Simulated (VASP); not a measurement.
**Be4ZnSe: single point with PBE**

Crystal: Be4ZnSe.

```xyz
6
Lattice="0.0000 3.2558 3.2558 3.2558 0.0000 3.2558 3.2558 3.2558 0.0000" Properties=species:S:1:pos:R:3 pbc="T T T"
Be    5.7133    4.0541    4.0541
Be    4.0541    4.0541    5.7133
Be    5.7133    5.7133    5.7133
Be    4.0541    5.7133    4.0541
Zn    1.6279    1.6279    1.6279
Se    3.2558    3.2558    3.2558
```

| Quantity | Value |
| --- | --- |
| Program | VASP 6.6.1 |
| Task | single point |
| Functional | PBE |
| Potentials or basis | VASP PAW PBE potentials, release 64 (Be, Zn, Se) |
| Cutoff | 600 eV |
| k mesh | 4 × 4 × 4 |
| Occupations | gaussian, width 0.2 eV |
| Spin | no spin polarisation |

| Quantity | Value |
| --- | --- |
| Pressure | 0.0 GPa |
| Largest force | 0.009 eV/Å |
| Band gap on the k mesh | zero (band 13 reaches 7.46 eV, above the bottom of band 14 at 4.54 eV) |

Forces in eV/Å, atoms in the order of the input:
```
Be   0.005 -0.005 -0.005
Be  -0.005 -0.005  0.005
Be   0.005  0.005  0.005
Be  -0.005  0.005 -0.005
Zn   0.000  0.000  0.000
Se   0.000  0.000  0.000
```

Levels at points of the mesh, in eV from the Fermi level:
```
           k point  band 11  band 12  band 13  band 14  band 15  band 16
(0.00, 0.00, 0.00)    -3.67    -1.90    -1.90    -1.90     0.41     0.41
(0.50, 0.00, 0.00)    -3.85    -2.14    -2.14     0.12     2.27     2.27
(0.50, 0.50, 0.00)    -4.86     0.48     1.01     1.92     1.92     2.89
```

Run time: 11 s on 1 thread of Intel(R) Xeon(R) 6975P-C (Granite Rapids), on a shared host, peak memory 0.24 GiB.

Caveat: the k points lie up to 0.42 Å⁻¹ apart.
